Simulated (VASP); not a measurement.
Write the native input for VASP 6.6.1 that does the following.

- Task: electric field gradients
- Functional: PBE
- Potentials or basis: VASP PAW PBE potentials, release 64 (Mo_sv, S)
- Cutoff: 520 eV
- k mesh: 10 × 10 × 3
- Occupations: fermi-dirac, width 0.03 eV
- Spin: no spin polarisation
- Dipole correction: no
- Further INCAR settings: ALGO = Normal; EDIFF = 1e-08; NBANDS = 35

The structure of MoS2 lies in POSCAR:

```
MoS2
1.0
    3.1610016016      0.0000000000      0.0000000000
   -1.5805008008      2.7375076884      0.0000000000
    0.0000000000      0.0000000000     12.6638500000
Mo S
2 4
Direct
    0.3333333333      0.6666666667      0.2500000000
    0.6666666667      0.3333333333      0.7500000000
    0.3333333333      0.6666666667      0.6275000000
    0.6666666667      0.3333333333      0.1275000000
    0.3333333333      0.6666666667      0.8725000000
    0.6666666667      0.3333333333      0.3725000000
```

This cell differs from its parent crystal: zz strain of +3 %.

One way to write it, as run:

INCAR

```
SYSTEM = MoS2
  ALGO = Normal
  EDIFF = 1E-8
  ENCUT = 520
  GGA = PE
  ISIF = 2
  ISMEAR = -1
  LASPH = .TRUE.
  LCHARG = .FALSE.
  LEFG = .TRUE.
  LREAL = .FALSE.
  LWAVE = .FALSE.
  NBANDS = 35
  NELM = 60
  PREC = Accurate
  SIGMA = 0.03
```

KPOINTS

```
k-points
0
G
  10 10 3
  0 0 0
```

Potentials or basis: VASP PAW PBE potentials, release 64 (Mo_sv, S).

Run with:

```console
$ cat potpaw_PBE.64/Mo_sv/POTCAR potpaw_PBE.64/S/POTCAR > POTCAR
$ mpirun -np 1 vasp_std > vasp.out
```

Results of the run:

```json
{"Pressure": "3.6 GPa", "Largest force": "0.290 eV/Å", "Band gap on the k mesh": "1.11 eV (least direct gap 1.91 eV)", "Largest electric field gradient by atom": "Mo -81.6; S -55.3 V/Å²"}
```

Caveat: the cell differs from its parent crystal (zz strain of +3 %); the cell stands under pressure; without QUAD_EFG the Cq values of the log hold for a quadrupole moment of 1 mb, not for the nuclei; this functional lacks dispersion, which binds layers or chains, so the pressure and a relaxed spacing across them are unreliable.

Run time: 2.3 min on 1 thread of Intel Xeon 8259CL, on a shared host, peak memory 0.27 GiB.
